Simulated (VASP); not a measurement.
Here is a VASP 6.6.1 calculation.

Contents of INCAR:

```
SYSTEM = LiCl
ALGO = Normal
EDIFF = 1E-6
ENCUT = 520
GGA = PE
ISIF = 2
ISMEAR = 0
LASPH = .TRUE.
LCHARG = .FALSE.
LREAL = .FALSE.
LWAVE = .FALSE.
NBANDS = 42
NELM = 80
PREC = Accurate
SIGMA = 0.1
```

The input KPOINTS:

```
k-points
0
G
  4 2 6
  0 0 0
```

Contents of POSCAR:

```
LiCl
1.0
    6.4431230000      0.0000000000      0.0000000000
    0.0000000000     10.6302870000      0.0000000000
    0.0000000000      0.0000000000      3.6591980000
Li Cl
6 6
Direct
    0.5852230000      0.6430790000      0.5000000000
    0.4147770000      0.3569210000      0.5000000000
    0.0000000000      0.5000000000      0.0000000000
    0.0852230000      0.8569210000      0.5000000000
    0.9147770000      0.1430790000      0.5000000000
    0.5000000000      0.0000000000      0.0000000000
    0.0517030000      0.3448120000      0.5000000000
    0.9482970000      0.6551880000      0.5000000000
    0.5000000000      0.5000000000      0.0000000000
    0.5517030000      0.1551880000      0.5000000000
    0.4482970000      0.8448120000      0.5000000000
    0.0000000000      0.0000000000      0.0000000000
```

Potentials or basis: VASP PAW PBE potentials, release 64 (Li_sv, Cl).

Run with:

```console
$ cat potpaw_PBE.64/Li_sv/POTCAR potpaw_PBE.64/Cl/POTCAR > POTCAR
$ mpirun -np 1 vasp_std > vasp.out
```

What does it give for the band gap on the k mesh?

5.48 eV.

What does it give for the largest force?

0.009 eV/Å.

Forces in eV/Å, atoms in the order of the input:
```
Li   0.000 -0.009  0.000
Li   0.000  0.009  0.000
Li   0.000  0.000  0.000
Li   0.000  0.009  0.000
Li   0.000 -0.009  0.000
Li   0.000  0.000  0.000
Cl  -0.001  0.002  0.000
Cl   0.001 -0.002  0.000
Cl   0.000  0.000  0.000
Cl  -0.001 -0.002  0.000
Cl   0.001  0.002  0.000
Cl   0.000  0.000  0.000
```

 A k mesh can miss the band edges.
